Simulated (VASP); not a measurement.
# MgO (Fm-3m) in VASP: vibrations by perturbation theory with PBE

Aim: the vibrations by perturbation theory of MgO with PBE.

Program: VASP 6.6.1. These are calculated values, not measurements. Logs are shortened: lines on timing, memory, paths and dates and some standing lists are left out, and cuts for length are marked.

## Step 1: The cell of the first run

The structure is cubic, space group Fm-3m (No. 225). The conventional cell has a = 4.250 Å, b = 4.250 Å, c = 4.250 Å, α = 90.00°, β = 90.00°, γ = 90.00°. Mg (site symmetry m-3m) has 6 O at 2.12 Å within 2.8 Å. Within 2.8 Å of O (site symmetry m-3m) lie 6 Mg at 2.12 Å.

## Step 2: Vibrations by perturbation theory, PBE

INCAR

```
PREC = Accurate
ENCUT = 600
EDIFF = 1E-8
ISMEAR = 0
SIGMA = 0.01
LREAL = F
LASPH = T
NELM = 120
ALGO = Normal
ISIF = 2
LWAVE = F
LCHARG = F
GGA = PE
NBANDS = 11
IBRION = 8
NSW = 1
GGA_COMPAT = F
```

KPOINTS

```
regular mesh
0
Gamma
  3 3 3
```

POSCAR

```
MgO
1.0
    0.0000000000      2.1250000000      2.1250000000
    2.1250000000      0.0000000000      2.1250000000
    2.1250000000      2.1250000000      0.0000000000
Mg O
1 1
Direct
    0.0000000000      0.0000000000      0.0000000000
    0.5000000000      0.5000000000      0.5000000000
```

Potentials or basis: VASP PAW PBE potentials, release 64 (Mg, O).

Run with:

```bash
$ cat potpaw_PBE.64/Mg/POTCAR potpaw_PBE.64/O/POTCAR > POTCAR
$ mpirun -np 1 vasp_std > vasp.out
```

OUTCAR:

```text
PREC = Accurate
   ENCUT = 600
   EDIFF = 1E-8
   ISMEAR = 0
   LREAL = F
   LASPH = T
   NELM = 120
   ISIF = 2
   GGA = PE
   IBRION = 8
   NSW = 1

 ion  position               nearest neighbor table
   1  0.000  0.000  0.000-   2 2.12   2 2.12   2 2.12   2 2.12   2 2.12   2 2.12
   2  0.500  0.500  0.500-   1 2.12   1 2.12   1 2.12   1 2.12   1 2.12   1 2.12

  LATTYP: Found a face centered cubic cell.
 ALAT       =     4.2500000000

  Lattice vectors:

 A1 = (   0.0000000000,   2.1250000000,   2.1250000000)
 A2 = (   2.1250000000,   0.0000000000,   2.1250000000)
 A3 = (   2.1250000000,   2.1250000000,   0.0000000000)

Analysis of symmetry for initial positions (statically):
=====================================================================
 Subroutine PRICEL returns:
 Original cell was already a primitive cell.

 Routine SETGRP: Setting up the symmetry group for a
 face centered cubic supercell.

 Subroutine GETGRP returns: Found 48 space group operations
 (whereof 48 operations were pure point group operations)
 out of a pool of 48 trial point group operations.

The static configuration has the point symmetry O_h .

Analysis of symmetry for dynamics (positions and initial velocities):
=====================================================================
 Subroutine PRICEL returns:
 Original cell was already a primitive cell.

 Routine SETGRP: Setting up the symmetry group for a
 face centered cubic supercell.

 Subroutine GETGRP returns: Found 48 space group operations
 (whereof 48 operations were pure point group operations)
 out of a pool of 48 trial point group operations.

The dynamic configuration has the point symmetry O_h .

 Subroutine INISYM returns: Found 48 space group operations
 (whereof 48 operations are pure point group operations),
 and found     1 'primitive' translations

----------------------------------------------------------------------------------------

                                     Primitive cell

  volume of cell :      19.1914

  direct lattice vectors                    reciprocal lattice vectors
     0.000000000  2.125000000  2.125000000    -0.235294118  0.235294118  0.235294118
     2.125000000  0.000000000  2.125000000     0.235294118 -0.235294118  0.235294118
     2.125000000  2.125000000  0.000000000     0.235294118  0.235294118 -0.235294118

  length of vectors
     3.005203820  3.005203820  3.005203820     0.407541366  0.407541366  0.407541366

  position of ions in fractional coordinates (direct lattice)
     0.000000000  0.000000000  0.000000000
     0.500000000  0.500000000  0.500000000

  ion indices of the primitive-cell ions
   primitive index   ion index
                 1           1
                 2           2

----------------------------------------------------------------------------------------

 KPOINTS: regular mesh

Automatic generation of k-mesh.
 Grid dimensions read from file:
 generate k-points for:    3    3    3

 Generating k-lattice:

  Cartesian coordinates                     Fractional coordinates (reciprocal lattice)
    -0.078431373  0.078431373  0.078431373     0.333333333  0.000000000  0.000000000
     0.078431373 -0.078431373  0.078431373     0.000000000  0.333333333  0.000000000
     0.078431373  0.078431373 -0.078431373     0.000000000  0.000000000  0.333333333

  Length of vectors
     0.135847122  0.135847122  0.135847122

  Shift w.r.t. Gamma in fractional coordinates (k-lattice)
[... 59 lines left out ...]
   IVDW    =     0    specifies the selected vdW correction
   LEPSILON=     F    determine dielectric tensor
   LRPA    =     F    only Hartree local field effects (RPA)
 non-spin polarized calculation
 Gauss-broadening in eV      SIGMA  =   0.01
  energy-cutoff  :      600.00
  volume of cell :       19.19
 maximum number of plane-waves:       650
   NGX = 13   NGY = 13   NGZ = 13

--------------------------------------- Ionic step        1  -------------------------------------------

 number of electron       8.0000004 magnetization

 Free energy of the ion-electron system (eV)
  ---------------------------------------------------
  ext. energy  EPLUGINS =         0.00000000
  ---------------------------------------------------
  free energy    TOTEN  =       -11.82457636 eV

  energy without entropy =      -11.82457636  energy(sigma->0) =      -11.82457636

 E-fermi :   3.1777     XC(G=0): -10.9349

 val. band max:        3.0677968923   @ k =   0.0000   0.0000   0.0000
 cond. band min:       7.4945721683   @ k =   0.0000   0.0000   0.0000
 fundamental gap:      4.4267752760
 Fermi energy:         3.1776659496

 k-point     1 :       0.0000    0.0000    0.0000
  band No.  band energies     occupation
      1     -14.0693      2.00000
      2       3.0678      2.00000
      3       3.0678      2.00000
      4       3.0678      2.00000
      5       7.4946      0.00000
      6      18.6484      0.00000
      7      18.6484      0.00000
      8      18.6484      0.00000
      9      22.5052      0.00000
     10      24.2343      0.00000
     11      24.2343      0.00000
[... 30 lines left out ...]
  band No.  band energies     occupation
      1     -12.6225      2.00000
      2      -0.0949      2.00000
      3       0.0671      2.00000
      4       2.0963      2.00000
      5      13.1515      0.00000
      6      15.0280      0.00000
      7      15.1893      0.00000
      8      20.4214      0.00000
      9      21.4880      0.00000
     10      25.9140      0.00000
     11      30.0500      0.00000

------------------------ aborting loop because EDIFF is reached ----------------------------------------

  FORCE on cell =-STRESS in cart. coord.  units (eV):
  Direction    XX          YY          ZZ          XY          YZ          ZX
  --------------------------------------------------------------------------------------
  -------------------------------------------------------------------------------------
  Total       -0.0180827     -0.0180827     -0.0180827     -0.0000000     -0.0000000      0.0000000
  in kB       -1.5096215     -1.5096215     -1.5096215     -0.0000000     -0.0000000      0.0000000
  external PRESSURE =      -1.5096215 kB  Pullay stress =       0.0000000 kB

 VOLUME and BASIS-vectors are now :
 -----------------------------------------------------------------------------
  energy-cutoff  :      600.00
  volume of cell :       19.19
      direct lattice vectors                 reciprocal lattice vectors
     0.000000000  2.125000000  2.125000000    -0.235294118  0.235294118  0.235294118
     2.125000000  0.000000000  2.125000000     0.235294118 -0.235294118  0.235294118
     2.125000000  2.125000000  0.000000000     0.235294118  0.235294118 -0.235294118

 POSITION                                       TOTAL-FORCE (eV/Angst)
 -----------------------------------------------------------------------------------
      0.00000      0.00000      0.00000        -0.000000      0.000000     -0.000000
      2.12500      2.12500      2.12500         0.000000     -0.000000      0.000000
 -----------------------------------------------------------------------------------
    total drift:                               -0.000000     -0.000000      0.000000

  FREE ENERGIE OF THE ION-ELECTRON SYSTEM (eV)
  ---------------------------------------------------
  free  energy   TOTEN  =       -11.8245763578 eV

  energy  without entropy=      -11.8245763578  energy(sigma->0) =      -11.82457636

[... ionic steps 2 to 3 ...]

--------------------------------------- Ionic step        4  -------------------------------------------

------------------------ aborting loop because EDIFF is reached ----------------------------------------

[... ionic steps 5 to 6 ...]

--------------------------------------- Ionic step        7  -------------------------------------------

 Free energy of the ion-electron system (eV)
  ---------------------------------------------------
  ---------------------------------------------------
  free energy    TOTEN  =        -0.36104972 eV

  energy without entropy =       -0.36104972

------------------------ aborting loop because EDIFF is reached ----------------------------------------

 INTERNAL STRAIN TENSOR  FOR ION    2  DIRECTION 1   (eV/Angst):
 -----------------------------------------------------------------------------
    -0.00667  0.00000  0.00000
     0.00000  0.00194  0.00000
     0.00000  0.00000  0.00194

 INTERNAL STRAIN TENSOR FOR ION    2 for displacements in x,y,z  (eV/Angst):
          X           Y           Z          XY          YZ          ZX
  --------------------------------------------------------------------------------
  x     0.00000     0.00000     0.00000     0.00000     0.00000     0.00000
  y     0.00000     0.00000     0.00000     0.00000     0.00000     0.00000
  z     0.00000     0.00000     0.00000     0.00000     0.00000     0.00000

 SECOND DERIVATIVES (NOT SYMMETRIZED)
 ------------------------------------
               1X          1Y          1Z          2X          2Y          2Z
  1X    -4.714658    0.000000    0.000000    4.714658    0.000000    0.000000
  1Y     0.000000   -4.714658    0.000000    0.000000    4.714658    0.000000
  1Z     0.000000    0.000000   -4.714658    0.000000    0.000000    4.714658
  2X     4.738369    0.000000    0.000000   -4.738369    0.000000    0.000000
  2Y     0.000000    4.738369    0.000000    0.000000   -4.738369    0.000000
  2Z     0.000000    0.000000    4.738369    0.000000    0.000000   -4.738369

 Eigenvectors and eigenvalues of the dynamical matrix
 ----------------------------------------------------

   1 f  =   10.944738 THz    68.767816 2PiTHz  365.077156 cm-1    45.263778 meV
             X         Y         Z           dx          dy          dz
      0.000000  0.000000  0.000000    -0.621021    0.100529    0.000000
      2.125000  2.125000  2.125000     0.767332   -0.124214    0.000000
[... 21 lines left out ...]
   6 f/i=    0.013424 THz     0.084347 2PiTHz    0.447786 cm-1     0.055518 meV
             X         Y         Z           dx          dy          dz
      0.000000  0.000000  0.000000     0.000000    0.000000    0.777320
      2.125000  2.125000  2.125000     0.000000    0.000000    0.629105

--------------------------------------------------------------------------------------------------------

 ELASTIC MODULI CONTR FROM IONIC RELAXATION (kBar)
 Direction    XX          YY          ZZ          XY          YZ          ZX
 --------------------------------------------------------------------------------
 XX           0.0000      0.0000      0.0000      0.0000      0.0000      0.0000
 YY           0.0000      0.0000      0.0000      0.0000      0.0000      0.0000
 ZZ           0.0000      0.0000      0.0000      0.0000      0.0000      0.0000
 XY           0.0000      0.0000      0.0000      0.0000      0.0000      0.0000
 YZ           0.0000      0.0000      0.0000      0.0000      0.0000      0.0000
 ZX           0.0000      0.0000      0.0000      0.0000      0.0000      0.0000
 --------------------------------------------------------------------------------
```

It took 14 s on 1 thread of AMD EPYC 9R45 (Zen 5), shared host; peak memory 0.12 GiB.

Results:

```yaml
Highest_phonon_frequency_at_Γ_LO-TO_splitting_left_out: 365 cm⁻¹
```

Phonon frequencies in cm⁻¹ (negative: imaginary):
```tsv
q point	frequencies
(0.000, 0.000, 0.000)	0 0 0 365 365 365
```

Caveat: the k points lie up to 0.85 Å⁻¹ apart.
